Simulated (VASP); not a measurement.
# CdS (l.bB) (F-43m) in VASP: single point with LDA

Aim: the single point of CdS (l.bB) with LDA.

All numbers are computed with VASP 6.6.1; they aren't measurements. Logs are shortened: lines on timing, memory, paths and dates and some standing lists are left out, and cuts for length are marked.

## Step 1: The cell of the first run

The structure is cubic, space group F-43m (No. 216). Conventional cell: a = 5.756 Å, b = 5.756 Å, c = 5.756 Å, α = 90.00°, β = 90.00°, γ = 90.00°. Within 3.3 Å of Cd (site symmetry -43m) lie 4 S at 2.49 Å. Within 3.3 Å of S (site symmetry -43m) lie 4 Cd at 2.49 Å.

## Step 2: Single point, LDA

INCAR

```
SYSTEM = CdS
PREC = Accurate ; ENCUT = 500
EDIFF = 1E-6 ; ISMEAR = 0
SIGMA = 0.02 ; LREAL = .FALSE.
LASPH = .TRUE. ; NELM = 120
ALGO = Normal ; ISIF = 2
LWAVE = .FALSE. ; LCHARG = .FALSE.
NBANDS = 16 ; GGA_COMPAT = .FALSE.
```

KPOINTS

```
regular mesh
0
G
  8 8 8
  0 0 0
```

POSCAR

```
CdS
1.0
    0.0000000000      2.8782482531      2.8782482531
    2.8782482531      0.0000000000      2.8782482531
    2.8782482531      2.8782482531      0.0000000000
Cd S
1 1
Direct
    0.0000000000      0.0000000000      0.0000000000
    0.2500000000      0.2500000000      0.2500000000
```

Potentials or basis: VASP PAW LDA potentials, release 64 (Cd, S).

Launch:

```
cat potpaw_LDA.64/Cd/POTCAR potpaw_LDA.64/S/POTCAR > POTCAR
mpirun -np 1 vasp_std > vasp.out
```

OUTCAR:

```text
SYSTEM = CdS
   PREC = Accurate
   ENCUT = 500
   EDIFF = 1E-6
   ISMEAR = 0
   LREAL = .FALSE.
   LASPH = .TRUE.
   NELM = 120
   ISIF = 2

 ion  position               nearest neighbor table
   1  0.000  0.000  0.000-   2 2.49   2 2.49   2 2.49   2 2.49
   2  0.250  0.250  0.250-   1 2.49   1 2.49   1 2.49   1 2.49

  LATTYP: Found a face centered cubic cell.
 ALAT       =     5.7564965062

  Lattice vectors:

 A1 = (   0.0000000000,   2.8782482531,   2.8782482531)
 A2 = (   2.8782482531,   0.0000000000,   2.8782482531)
 A3 = (   2.8782482531,   2.8782482531,   0.0000000000)

Analysis of symmetry for initial positions (statically):
=====================================================================
 Subroutine PRICEL returns:
 Original cell was already a primitive cell.

 Routine SETGRP: Setting up the symmetry group for a
 face centered cubic supercell.

 Subroutine GETGRP returns: Found 24 space group operations
 (whereof 24 operations were pure point group operations)
 out of a pool of 48 trial point group operations.

The static configuration has the point symmetry T_d .

Analysis of symmetry for dynamics (positions and initial velocities):
=====================================================================
 Subroutine PRICEL returns:
 Original cell was already a primitive cell.

 Routine SETGRP: Setting up the symmetry group for a
 face centered cubic supercell.

 Subroutine GETGRP returns: Found 24 space group operations
 (whereof 24 operations were pure point group operations)
 out of a pool of 48 trial point group operations.

The dynamic configuration has the point symmetry T_d .

 Subroutine INISYM returns: Found 24 space group operations
 (whereof 24 operations are pure point group operations),
 and found     1 'primitive' translations

----------------------------------------------------------------------------------------

                                     Primitive cell

  volume of cell :      47.6886

  direct lattice vectors                    reciprocal lattice vectors
     0.000000000  2.878248253  2.878248253    -0.173716774  0.173716774  0.173716774
     2.878248253  0.000000000  2.878248253     0.173716774 -0.173716774  0.173716774
     2.878248253  2.878248253  0.000000000     0.173716774  0.173716774 -0.173716774

  length of vectors
     4.070457715  4.070457715  4.070457715     0.300886278  0.300886278  0.300886278

  position of ions in fractional coordinates (direct lattice)
[... 74 lines left out ...]
   LNONCOLLINEAR =      F non collinear calculations
   LSORBIT =      F    spin-orbit coupling
   LASPH  =      T    aspherical Exc in radial PAW
   ENCUT  =  500.0 eV  36.75 Ry    6.06 a.u.   7.42  7.42  7.42*2*pi/ulx,y,z
   NELM   =    120;   NELMIN=  2; NELMDL= -5     # of ELM steps
   EDIFF  = 0.1E-05   stopping-criterion for ELM
   LREAL  =      F    real-space projection
   EDIFFG = 0.1E-04   stopping-criterion for IOM
   NSW    =      0    number of steps for IOM
   IBRION =     -1    ionic relax: 0-MD 1-quasi-New 2-CG
   NFREE  =      0    steps in history (QN), initial steepest desc. (CG)
   ISIF   =      2    stress and relaxation
   ISYM   =      2    0-nonsym 1-usesym 2-fastsym
   POTIM  = 0.5000    time-step for ionic-motion
   TEBEG  =    0.0;   TEEND  =   0.0 temperature during run
   PSTRESS=    0.0 pullay stress
   NELECT =      18.0000    total number of electrons
   NUPDOWN=      -1.0000    fix difference up-down
   EMIN   =  10.00;   EMAX   =-10.00  energy-range for DOS
   EFERMI =   0.00;   METHOD = LEGACY
   ISMEAR =     0;   SIGMA  =   0.02  broadening in eV -4-tet -1-fermi 0-gaus
   EFERMI_NEDOS =   21; number of points for ismear=-14 and -15
   IALGO  =     38    algorithm
   IMIX   =      4    mixing-type and parameters
     AMIX     =   0.40;   BMIX     =  1.00
     AMIX_MAG =   1.60;   BMIX_MAG =  1.00
  volume/ion in A,a.u.               =      23.84       160.91
  Fermi-wavevector in a.u.,A,eV,Ry     =   1.183116  2.235766 19.044946  1.399764
  Thomas-Fermi vector in A             =   2.319357
   LORBIT       =      0    0 simple, 1 ext, 2 COOP (PROOUT), +10 PAW based schemes
   GGA     = CA    functional components
   LHFCALC =     F    Hartree Fock is set to
   AEXX    =    0.0000 exact exchange contribution
   IVDW    =     0    specifies the selected vdW correction
   LEPSILON=     F    determine dielectric tensor
   LRPA    =     F    only Hartree local field effects (RPA)
 non-spin polarized calculation
 Gauss-broadening in eV      SIGMA  =   0.02
  energy-cutoff  :      500.00
  volume of cell :       47.69
 maximum number of plane-waves:      1243
 NGX is ok and might be reduce to    30
   NGX = 15   NGY = 15   NGZ = 15

 number of electron      18.0000008 magnetization

 Free energy of the ion-electron system (eV)
  ---------------------------------------------------
  ext. energy  EPLUGINS =         0.00000000
  ---------------------------------------------------
  free energy    TOTEN  =        -7.40659687 eV

  energy without entropy =       -7.40659687  energy(sigma->0) =       -7.40659687

 E-fermi :   1.5882     XC(G=0):  -9.7671

 val. band max:        1.4834862791   @ k =   0.0000   0.0000   0.0000
 cond. band min:       2.4608283924   @ k =   0.0000   0.0000   0.0000
 fundamental gap:      0.9773421133
 Fermi energy:         1.5882300502

 k-point     1 :       0.0000    0.0000    0.0000
  band No.  band energies     occupation
      1     -11.1274      2.00000
      2      -6.4545      2.00000
      3      -6.4545      2.00000
      4      -6.4545      2.00000
      5      -5.9139      2.00000
      6      -5.9139      2.00000
[... 433 lines left out ...]
      3      -6.2292      2.00000
      4      -5.9483      2.00000
      5      -5.8847      2.00000
      6      -5.3613      2.00000
[... 8 lines left out ...]
     15      13.7124      0.00000
     16      14.6918      0.00000

 [... further k-points ...]
[... 5 lines left out ...]
  --------------------------------------------------------------------------------------
  -------------------------------------------------------------------------------------
  Total        0.1639356      0.1639356      0.1639356     -0.0000000      0.0000000     -0.0000000
  in kB        5.5076840      5.5076840      5.5076840     -0.0000000      0.0000000     -0.0000000
  external PRESSURE =       5.5076840 kB  Pullay stress =       0.0000000 kB

 VOLUME and BASIS-vectors are now :
 -----------------------------------------------------------------------------
  energy-cutoff  :      500.00
  volume of cell :       47.69
      direct lattice vectors                 reciprocal lattice vectors
     0.000000000  2.878248253  2.878248253    -0.173716774  0.173716774  0.173716774
     2.878248253  0.000000000  2.878248253     0.173716774 -0.173716774  0.173716774
     2.878248253  2.878248253  0.000000000     0.173716774  0.173716774 -0.173716774

 POSITION                                       TOTAL-FORCE (eV/Angst)
 -----------------------------------------------------------------------------------
      0.00000      0.00000      0.00000        -0.000000     -0.000000     -0.000000
      1.43912      1.43912      1.43912         0.000000      0.000000      0.000000
 -----------------------------------------------------------------------------------
    total drift:                               -0.000000     -0.000000     -0.000000

  FREE ENERGIE OF THE ION-ELECTRON SYSTEM (eV)
  ---------------------------------------------------
  free  energy   TOTEN  =        -7.4065968718 eV

  energy  without entropy=       -7.4065968718  energy(sigma->0) =       -7.40659687
```

OSZICAR:

```text
N       E                     dE             d eps       ncg     rms          rms(c)
DAV:   1     0.104065717078E+03    0.10407E+03   -0.90464E+03   960   0.101E+03
DAV:   2    -0.396329172658E+01   -0.10803E+03   -0.10223E+03  1104   0.251E+02
DAV:   3    -0.789811090606E+01   -0.39348E+01   -0.39263E+01  1136   0.499E+01
DAV:   4    -0.792120607016E+01   -0.23095E-01   -0.23092E-01  1176   0.379E+00
DAV:   5    -0.792149930569E+01   -0.29324E-03   -0.29323E-03  1144   0.403E-01    0.884E+00
DAV:   6    -0.743894349940E+01    0.48256E+00   -0.76576E-01  1400   0.120E+01    0.691E+00
DAV:   7    -0.741195950461E+01    0.26984E-01   -0.16169E-01  1200   0.290E+00    0.316E+00
DAV:   8    -0.740702321952E+01    0.49363E-02   -0.17700E-02  1032   0.168E+00    0.258E-01
DAV:   9    -0.740660255185E+01    0.42067E-03   -0.20024E-03  1232   0.709E-01    0.492E-02
DAV:  10    -0.740659055689E+01    0.11995E-04   -0.16660E-04  1056   0.164E-01    0.537E-02
DAV:  11    -0.740660127253E+01   -0.10716E-04   -0.43523E-05  1192   0.647E-02    0.151E-02
DAV:  12    -0.740659675021E+01    0.45223E-05   -0.15867E-05  1376   0.545E-02    0.711E-03
DAV:  13    -0.740659687183E+01   -0.12162E-06   -0.11932E-06   872   0.798E-03
   1 F= -.74065969E+01 E0= -.74065969E+01  d E =-.809797E-16
```

Wall time 18 s (1 thread of Intel Xeon Platinum 8259CL at 2.50GHz (Skylake/Cascade Lake), shared host); peak memory 0.15 GiB.

What came out:

* Free energy: -7.4066 eV
* Pressure: 0.6 GPa
* Band gap on the k mesh: 0.98 eV, direct

Levels at points of the mesh, in eV from the valence-band top:
```
           k point  band 5  band 6  band 7  band 8  band 9  band 10  band 11  band 12  band 13  band 14
(0.00, 0.00, 0.00)   -7.40   -7.40    0.00    0.00    0.00     0.98     6.35     6.35     6.35    11.30
(0.50, 0.00, 0.00)   -7.35   -6.98   -4.77   -0.83   -0.83     2.84     6.84     6.84     7.34    10.89
(0.50, 0.50, 0.00)   -7.30   -6.91   -4.23   -2.07   -2.07     3.24     4.21     9.13    10.78    10.78
```

Expect the measured gap to be larger: semilocal functionals such as LDA lack the derivative discontinuity.
